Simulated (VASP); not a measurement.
A run of VASP 6.6.1:

Contents of INCAR:

```
SYSTEM = GaCo
ALGO = Fast
EDIFF = 1E-6
ENCUT = 520
GGA = PE
ISIF = 2
ISMEAR = 0
ISPIN = 2
LASPH = .TRUE.
LCHARG = .TRUE.
LELF = .TRUE.
LMAXMIX = 4
LORBIT = 11
LREAL = .FALSE.
LVHAR = .TRUE.
LWAVE = .FALSE.
MAGMOM = 0 0 1.01 1.01
NBANDS = 34
NELM = 150
PREC = Accurate
SIGMA = 0.1
```

File KPOINTS:

```
k-points
0
G
  6 6 6
  0 0 0
```

Contents of POSCAR:

```
GaCo
1.0
    0.0000000000      2.9339615403      2.9339615403
    2.9339615403      0.0000000000      2.9339615403
    2.9339615403      2.9339615403      0.0000000000
Ga Co
2 2
Direct
    0.5000000000      0.5000000000      0.5000000000
    0.7500000000      0.7500000000      0.7500000000
    0.0000000000      0.0000000000      0.0000000000
    0.2500000000      0.2500000000      0.2500000000
```

Potentials or basis: VASP PAW PBE potentials, release 64 (Ga_d, Co).

Launch:

```console
$ cat potpaw_PBE.64/Ga_d/POTCAR potpaw_PBE.64/Co/POTCAR > POTCAR
$ mpirun -np 1 vasp_std > vasp.out
```

Hardware: 1 thread of Intel(R) Xeon(R) Platinum 8488C (Sapphire Rapids) (shared host).

Problem. Estimate the wall time of this run.

Solution. It took 49 s on 1 thread of Intel(R) Xeon(R) Platinum 8488C (Sapphire Rapids), with other jobs on the host, peak memory 0.22 GiB. Counts: scf iterations 18, k points 16.
